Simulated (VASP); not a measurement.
# Ag (I4/mmm) in VASP: a series of runs

The runs below take Ag through single point, with r2SCAN.

Program: VASP 6.6.1. These are calculated values, not measurements. Logs are shortened: lines on timing, memory, paths and dates and some standing lists are left out, and cuts for length are marked.

### Step 1. The cell of the first run

Symmetry: I4/mmm, No. 139, tetragonal system. The conventional cell has a = 2.889 Å, b = 2.889 Å, c = 3.678 Å, α = 90.00°, β = 90.00°, γ = 90.00°. Ag (site symmetry 4/mmm) has 14 Ag at 2.75 to 3.68 Å within 3.7 Å.

### Step 2. Single point, r2SCAN (strain -0.1000 x Voigt [0, 0, 1, 0, 0, 0])

POSCAR reads:

```
Ag
1.0
    0.0000000000      2.0431000000      1.8387900000
    2.0431000000      0.0000000000      1.8387900000
    2.0431000000      2.0431000000      0.0000000000
Ag
1
Direct
    0.0000000000      0.0000000000      0.0000000000
```

INCAR.step1 reads:

```
PREC = Accurate ; ENCUT = 520
ISMEAR = 0 ; SIGMA = 0.15
LREAL = False ; LASPH = True
NELM = 100 ; NBANDS = 12
GGA = PE ; ALGO = Normal
EDIFF = 1E-4 ; LWAVE = True
LCHARG = False
```

INCAR.step2 reads:

```
PREC = Accurate ; ENCUT = 520
EDIFF = 1E-6 ; ISMEAR = 0
SIGMA = 0.15 ; LREAL = False
LASPH = True ; NELM = 100
ALGO = Normal ; ISIF = 2
LWAVE = False ; LCHARG = False
METAGGA = R2SCAN ; LMIXTAU = True
NBANDS = 12 ; ISTART = 1
```

KPOINTS reads:

```
Automatic mesh
0
Gamma
  20 20 20
```

Potentials or basis: VASP PAW PBE potentials, release 64 (Ag).

On the command line:

```
cat potpaw_PBE.64/Ag/POTCAR > POTCAR
cp INCAR.step1 INCAR
mpirun -np 1 vasp_std > vasp.out
cp INCAR.step2 INCAR
mpirun -np 1 vasp_std > vasp.out
```

OUTCAR:

```text
PREC = Accurate
   ENCUT = 520
   EDIFF = 1E-6
   ISMEAR = 0
   LREAL = False
   LASPH = True
   NELM = 100
   ISIF = 2
   METAGGA = R2SCAN
   ISTART = 1

 ion  position               nearest neighbor table
   1  0.000  0.000  0.000-

  LATTYP: Found a body centered tetragonal cell.
 ALAT       =     2.8893797293
 C/A-ratio  =     1.2727922061

  Lattice vectors:

 A1 = (   0.0000000000,  -2.0431000000,  -1.8387900000)
 A2 = (   0.0000000000,   2.0431000000,  -1.8387900000)
 A3 = (   2.0431000000,   0.0000000000,   1.8387900000)

Analysis of symmetry for initial positions (statically):
=====================================================================
 Subroutine PRICEL returns:
 Original cell was already a primitive cell.

 Routine SETGRP: Setting up the symmetry group for a
 body centered tetragonal supercell.

 Subroutine GETGRP returns: Found 16 space group operations
 (whereof 16 operations were pure point group operations)
 out of a pool of 16 trial point group operations.

The static configuration has the point symmetry D_4h.

Analysis of symmetry for dynamics (positions and initial velocities):
=====================================================================
 Subroutine PRICEL returns:
 Original cell was already a primitive cell.

 Routine SETGRP: Setting up the symmetry group for a
 body centered tetragonal supercell.

 Subroutine GETGRP returns: Found 16 space group operations
 (whereof 16 operations were pure point group operations)
 out of a pool of 16 trial point group operations.

The dynamic configuration has the point symmetry D_4h.

 Subroutine INISYM returns: Found 16 space group operations
 (whereof 16 operations are pure point group operations),
 and found     1 'primitive' translations

----------------------------------------------------------------------------------------

                                     Primitive cell

  volume of cell :      15.3512

  direct lattice vectors                    reciprocal lattice vectors
     0.000000000  2.043100000  1.838790000    -0.244726151  0.244726151  0.271917946
     2.043100000  0.000000000  1.838790000     0.244726151 -0.244726151  0.271917946
     2.043100000  2.043100000  0.000000000     0.244726151  0.244726151 -0.271917946

  length of vectors
     2.748709929  2.748709929  2.889379729     0.440137646  0.440137646  0.440137646

  position of ions in fractional coordinates (direct lattice)
     0.000000000  0.000000000  0.000000000

  ion indices of the primitive-cell ions
   primitive index   ion index
                 1           1

----------------------------------------------------------------------------------------

 KPOINTS: Automatic mesh

Automatic generation of k-mesh.
 Grid dimensions read from file:
 generate k-points for:   20   20   20

 Generating k-lattice:

  Cartesian coordinates                     Fractional coordinates (reciprocal lattice)
    -0.012236308  0.012236308  0.013595897     0.050000000  0.000000000  0.000000000
     0.012236308 -0.012236308  0.013595897     0.000000000  0.050000000  0.000000000
     0.012236308  0.012236308 -0.013595897    -0.000000000 -0.000000000  0.050000000

  Length of vectors
     0.022006882  0.022006882  0.022006882

  Shift w.r.t. Gamma in fractional coordinates (k-lattice)
     0.000000000  0.000000000  0.000000000

 Subroutine IBZKPT returns following result:
 ===========================================

 Found    641 irreducible k-points:

 Following reciprocal coordinates:
            Coordinates               Weight
  0.000000  0.000000  0.000000      1.000000
  0.050000 -0.000000  0.000000      8.000000
  0.100000 -0.000000  0.000000      8.000000
  0.150000  0.000000  0.000000      8.000000
  0.200000 -0.000000  0.000000      8.000000
  0.250000  0.000000  0.000000      8.000000
[... 16 lines left out ...]
 -0.400000  0.050000  0.000000      8.000000
 -0.350000  0.050000  0.000000      8.000000
 [... further k-points ...]
   k-points           NKPTS =    641   k-points in BZ     NKDIM =    641   number of bands    NBANDS=     12
   number of dos      NEDOS =    301   number of ions     NIONS =      1
   total plane-waves  NPLWV =   9600
   dimension x,y,z NGX =    20 NGY =   20 NGZ =   24
   dimension x,y,z NGXF=    40 NGYF=   40 NGZF=   48
   ions per type =               1
   NGX,Y,Z   is equivalent  to a cutoff of  12.10, 12.10, 13.81 a.u.
   NGXF,Y,Z  is equivalent  to a cutoff of  24.19, 24.19, 27.62 a.u.
 SYSTEM =  unknown system
   PREC   = accura    normal or accurate (medium, high low for compatibility)
   ISTART =      1    job   : 0-new  1-cont  2-samecut
   ICHARG =      0    charge: 1-file 2-atom 10-const
   ISPIN  =      1    spin polarized calculation?
   LNONCOLLINEAR =      F non collinear calculations
   LSORBIT =      F    spin-orbit coupling
   LASPH  =      T    aspherical Exc in radial PAW
   ENCUT  =  520.0 eV  38.22 Ry    6.18 a.u.   5.11  5.11  5.37*2*pi/ulx,y,z
   NELM   =    100;   NELMIN=  2; NELMDL=  0     # of ELM steps
   EDIFF  = 0.1E-05   stopping-criterion for ELM
   LREAL  =      F    real-space projection
   EDIFFG = 0.1E-04   stopping-criterion for IOM
   NSW    =      0    number of steps for IOM
   IBRION =     -1    ionic relax: 0-MD 1-quasi-New 2-CG
   NFREE  =      0    steps in history (QN), initial steepest desc. (CG)
   ISIF   =      2    stress and relaxation
   ISYM   =      2    0-nonsym 1-usesym 2-fastsym
   POTIM  = 0.5000    time-step for ionic-motion
   TEBEG  =    0.0;   TEEND  =   0.0 temperature during run
   PSTRESS=    0.0 pullay stress
   NELECT =      11.0000    total number of electrons
   NUPDOWN=      -1.0000    fix difference up-down
   EMIN   =  10.00;   EMAX   =-10.00  energy-range for DOS
   EFERMI =   0.00;   METHOD = LEGACY
   ISMEAR =     0;   SIGMA  =   0.15  broadening in eV -4-tet -1-fermi 0-gaus
   EFERMI_NEDOS =   21; number of points for ismear=-14 and -15
   IALGO  =     38    algorithm
   IMIX   =      4    mixing-type and parameters
     AMIX     =   0.40;   BMIX     =  1.00
     AMIX_MAG =   1.60;   BMIX_MAG =  1.00
  volume/ion in A,a.u.               =      15.35       103.59
  Fermi-wavevector in a.u.,A,eV,Ry     =   1.464958  2.768370 29.199502  2.146103
  Thomas-Fermi vector in A             =   2.580872
   LORBIT       =      0    0 simple, 1 ext, 2 COOP (PROOUT), +10 PAW based schemes
   METAGGA = R2SCAN    functional components
   LHFCALC =     F    Hartree Fock is set to
   AEXX    =    0.0000 exact exchange contribution
   IVDW    =     0    specifies the selected vdW correction
   LEPSILON=     F    determine dielectric tensor
   LRPA    =     F    only Hartree local field effects (RPA)
 non-spin polarized calculation
 Gauss-broadening in eV      SIGMA  =   0.15
  energy-cutoff  :      520.00
  volume of cell :       15.35
 maximum number of plane-waves:       430
   NGX = 11   NGY = 11   NGZ = 11

 number of electron      10.9999998 magnetization

 Free energy of the ion-electron system (eV)
  ---------------------------------------------------
  ext. energy  EPLUGINS =         0.00000000
  ---------------------------------------------------
  free energy    TOTEN  =       -21.25102510 eV

  energy without entropy =      -21.24818739  energy(sigma->0) =      -21.24960625

 E-fermi :  10.0251     XC(G=0): -13.7186

 val. band max:       10.0170487106   @ k =   0.5000   0.3000   0.2000
 cond. band min:      10.0345057128   @ k =  -0.2500   0.3000   0.0500
 fundamental gap:      0.0174570022
 Fermi energy:        10.0250673911

 k-point     1 :       0.0000    0.0000    0.0000
  band No.  band energies     occupation
      1       1.1733      2.00000
      2       4.2071      2.00000
      3       4.2071      2.00000
      4       4.9203      2.00000
      5       5.2435      2.00000
      6       5.9999      2.00000
      7      27.0442      0.00000
      8      30.5870      0.00000
      9      30.5870      0.00000
     10      32.6971      0.00000
     11      36.4886      0.00000
     12      37.4139      0.00000

 k-point     2 :       0.0500   -0.0000    0.0000
  band No.  band energies     occupation
      1       1.2623      2.00000
      2       4.2077      2.00000
      3       4.2334      2.00000
      4       4.9203      2.00000
      5       5.2417      2.00000
      6       5.9825      2.00000
      7      27.0830      0.00000
      8      30.1825      0.00000
      9      30.6547      0.00000
     10      32.3792      0.00000
     11      36.7267      0.00000
     12      37.4234      0.00000

 k-point     3 :       0.1000   -0.0000    0.0000
  band No.  band energies     occupation
      1       1.5205      2.00000
      2       4.2073      2.00000
      3       4.2984      2.00000
      4       4.9293      2.00000
      5       5.2498      2.00000
      6       5.9374      2.00000
      7      27.0684      0.00000
      8      29.0323      0.00000
      9      30.8438      0.00000
     10      32.1930      0.00000
     11      35.8252      0.00000
     12      37.5380      0.00000
[... 286 lines left out ...]
 k-point    23 :      -0.4000    0.0500    0.0000
  band No.  band energies     occupation
      1       2.6303      2.00000
      2       4.0949      2.00000
      3       4.7623      2.00000
      4       6.2104      2.00000
      5       6.5713      2.00000
      6       8.2932      2.00000
      7      16.1992      0.00000
      8      26.0994      0.00000
      9      29.1546      0.00000
     10      30.5518      0.00000
     11      34.1544      0.00000
     12      35.5070      0.00000

 k-point    24 :      -0.3500    0.0500    0.0000
  band No.  band energies     occupation
      1       2.7084      2.00000
      2       4.1644      2.00000
      3       4.8204      2.00000
      4       5.9897      2.00000
      5       6.2917      2.00000
      6       7.2184      2.00000
      7      18.0025      0.00000
      8      26.5093      0.00000
      9      30.1042      0.00000
     10      30.5253      0.00000
     11      33.8621      0.00000
     12      35.0865      0.00000

 [... further k-points ...]

------------------------ aborting loop because EDIFF is reached ----------------------------------------

  FORCE on cell =-STRESS in cart. coord.  units (eV):
  Direction    XX          YY          ZZ          XY          YZ          ZX
  --------------------------------------------------------------------------------------
  -------------------------------------------------------------------------------------
  Total        1.6046944      1.6046944      1.9584384      0.0000000      0.0000000     -0.0000000
  in kB      167.4794597    167.4794597    204.3991646      0.0000000      0.0000000     -0.0000000
  external PRESSURE =     179.7860280 kB  Pullay stress =       0.0000000 kB

 VOLUME and BASIS-vectors are now :
 -----------------------------------------------------------------------------
  energy-cutoff  :      520.00
  volume of cell :       15.35
      direct lattice vectors                 reciprocal lattice vectors
     0.000000000  2.043100000  1.838790000    -0.244726151  0.244726151  0.271917946
     2.043100000  0.000000000  1.838790000     0.244726151 -0.244726151  0.271917946
     2.043100000  2.043100000  0.000000000     0.244726151  0.244726151 -0.271917946

 POSITION                                       TOTAL-FORCE (eV/Angst)
 -----------------------------------------------------------------------------------
      0.00000      0.00000      0.00000         0.000000      0.000000      0.000000
 -----------------------------------------------------------------------------------
    total drift:                                0.000000     -0.000000      0.000000

  FREE ENERGIE OF THE ION-ELECTRON SYSTEM (eV)
  ---------------------------------------------------
  free  energy   TOTEN  =       -21.2510250952 eV

  energy  without entropy=      -21.2481873949  energy(sigma->0) =      -21.24960625
```

Run time: 2.4 min. Hardware: 1 thread of Intel Xeon 6975P-C (Granite Rapids), shared host; peak memory 0.23 GiB.

What came out:

- Free energy: -21.2510 eV
- Pressure: 18.0 GPa
- Band gap on the k mesh: zero (an odd number of electrons rules out a gap without spin polarisation)

Caveat: the cell differs from its parent crystal (strain -0.1000 x Voigt [0, 0, 1, 0, 0, 0]); the cell stands under pressure; the PAW data sets were made with another functional, which shifts forces and pressure a little.

### Step 3. Single point, r2SCAN (strain -0.0750 x Voigt [0, 0, 1, 0, 0, 0])

POSCAR reads:

```
Ag
1.0
    0.0000000000      2.0431000000      1.8898675000
    2.0431000000      0.0000000000      1.8898675000
    2.0431000000      2.0431000000      0.0000000000
Ag
1
Direct
    0.0000000000      0.0000000000      0.0000000000
```

INCAR.step1, as its differences from that of step 2:

```diff
@@ -3,3 +3,3 @@
 LREAL = False ; LASPH = True
-NELM = 100 ; NBANDS = 12
+NELM = 80 ; NBANDS = 12
 GGA = PE ; ALGO = Normal
```

INCAR.step2 reads:

```
PREC = Accurate ; ENCUT = 520
EDIFF = 1E-6 ; ISMEAR = 0
SIGMA = 0.15 ; LREAL = False
LASPH = True ; NELM = 80
ALGO = Normal ; ISIF = 2
LWAVE = False ; LCHARG = True
METAGGA = R2SCAN ; LMIXTAU = True
LELF = True ; LVHAR = True
NBANDS = 12 ; ISTART = 1
```

KPOINTS reads:

```
regular mesh
0
Gamma
  20 20 20
```

Potentials or basis: VASP PAW PBE potentials, release 64 (Ag).

On the command line:

```
cat potpaw_PBE.64/Ag/POTCAR > POTCAR
cp INCAR.step1 INCAR
mpirun -np 1 vasp_std > vasp.out
cp INCAR.step2 INCAR
mpirun -np 1 vasp_std > vasp.out
```

Wall time 2.2 min (1 thread of Intel Xeon 6975P-C (Granite Rapids), shared host); peak memory 0.24 GiB.

Results (log left out):

```yaml
Free_energy: -21.2979 eV
Pressure: 12.8 GPa
Band_gap_on_the_k_mesh: zero (an odd number of electrons rules out a gap without spin polarisation)
```

Stress tensor (GPa, compression positive):
```
11.80  0.00  0.00
 0.00 11.80  0.00
 0.00  0.00 14.75
```

Levels at points of the mesh, in eV from the Fermi level:
| k point | band 4 | band 5 | band 6 | band 7 | band 8 | band 9 |
| --- | --- | --- | --- | --- | --- | --- |
| (0.00, 0.00, 0.00) | -5.13 | -4.59 | -4.04 | 16.88 | 20.55 | 20.55 |
| (0.50, 0.00, 0.00) | -3.50 | -3.22 | -0.59 | 4.17 | 15.78 | 18.53 |
| (0.50, 0.50, 0.00) | -3.08 | -3.08 | 2.67 | 9.02 | 10.55 | 10.55 |
| (0.50, 0.00, 0.50) | -3.33 | -2.94 | 1.13 | 6.90 | 11.96 | 12.23 |

Caveat: the cell differs from its parent crystal (strain -0.0750 x Voigt [0, 0, 1, 0, 0, 0]); the cell stands under pressure; the PAW data sets were made with another functional, which shifts forces and pressure a little.

### Step 4. Single point, r2SCAN (strain -0.0500 x Voigt [0, 0, 1, 0, 0, 0])

POSCAR reads:

```
Ag
1.0
    0.0000000000      2.0431000000      1.9409450000
    2.0431000000      0.0000000000      1.9409450000
    2.0431000000      2.0431000000      0.0000000000
Ag
1
Direct
    0.0000000000      0.0000000000      0.0000000000
```

INCAR.step1 reads:

```
SYSTEM = Ag
  PREC = Accurate
  ENCUT = 520
  ISMEAR = 0
  SIGMA = 0.15
  LREAL = .FALSE.
  LASPH = .TRUE.
  NELM = 100
  NBANDS = 12
  GGA = PE
  ALGO = Normal
  EDIFF = 1E-4
  LWAVE = .TRUE.
  LCHARG = .FALSE.
```

INCAR.step2 reads:

```
SYSTEM = Ag
  PREC = Accurate
  ENCUT = 520
  EDIFF = 1E-6
  ISMEAR = 0
  SIGMA = 0.15
  LREAL = .FALSE.
  LASPH = .TRUE.
  NELM = 100
  ALGO = Normal
  ISIF = 2
  LWAVE = .FALSE.
  LCHARG = .FALSE.
  METAGGA = R2SCAN
  LMIXTAU = .TRUE.
  NBANDS = 12
  ISTART = 1
```

KPOINTS reads:

```
Automatic mesh
0
G
  20 20 20
  0 0 0
```

On the command line:

```
cat potpaw_PBE.64/Ag/POTCAR > POTCAR
cp INCAR.step1 INCAR
mpirun -np 1 vasp_std > vasp.out
cp INCAR.step2 INCAR
mpirun -np 1 vasp_std > vasp.out
```

Wall time 2.2 min (1 thread of Intel Xeon 6975P-C (Granite Rapids), shared host); peak memory 0.25 GiB.

Results (log left out):

```yaml
Free_energy: -21.3306 eV
Pressure: 8.4 GPa
Band_gap_on_the_k_mesh: zero (an odd number of electrons rules out a gap without spin polarisation)
```

Stress tensor (GPa, compression positive):
```
7.70 0.00 0.00
0.00 7.70 0.00
0.00 0.00 9.77
```

Levels at points of the mesh, in eV from the Fermi level:
```tsv
k point	band 2	band 3	band 4	band 5	band 6	band 7	band 8	band 9	band 10	band 11
(0.00, 0.00, 0.00)	-5.47	-5.47	-5.13	-4.41	-4.05	16.79	20.52	20.52	21.37	25.88
(0.50, 0.00, 0.00)	-5.57	-5.22	-3.41	-3.24	-0.50	4.00	15.86	18.55	19.96	23.82
(0.50, 0.50, 0.00)	-7.04	-3.37	-3.07	-3.07	2.32	8.29	10.75	10.75	17.69	17.90
(0.50, 0.00, 0.50)	-7.03	-3.38	-3.23	-2.98	1.34	6.93	11.68	11.82	18.63	18.91
```

Caveat: the cell differs from its parent crystal (strain -0.0500 x Voigt [0, 0, 1, 0, 0, 0]); the cell stands under pressure; the PAW data sets were made with another functional, which shifts forces and pressure a little.

### Step 5. Overview

| cell | gap on the mesh (eV) | pressure (GPa) |
| --- | --- | --- |
| a = 2.749, b = 2.749, c = 2.889 Å, angles 58.3, 58.3, 63.4°, 1 atom | none | 18.0 |
| a = 2.783, b = 2.783, c = 2.889 Å, angles 58.7, 58.7, 62.5°, 1 atom | none | 12.8 |
| a = 2.818, b = 2.818, c = 2.889 Å, angles 59.2, 59.2, 61.7°, 1 atom | none | 8.4 |

Alike in all rows: task single point; level r2SCAN; potentials or basis VASP PAW PBE potentials, release 64 (Ag); no spin polarisation; k mesh 20 × 20 × 20; cutoff (eV) 520; smearing gaussian 0.15 eV.

Caveats: the cell stands under pressure; the PAW data sets were made with another functional, which shifts forces and pressure a little.

Total energies depend on the potentials used, so only differences within one code and one set of settings carry meaning.

The gap in the log of VASP goes by the Fermi energy; the results here count the filled bands.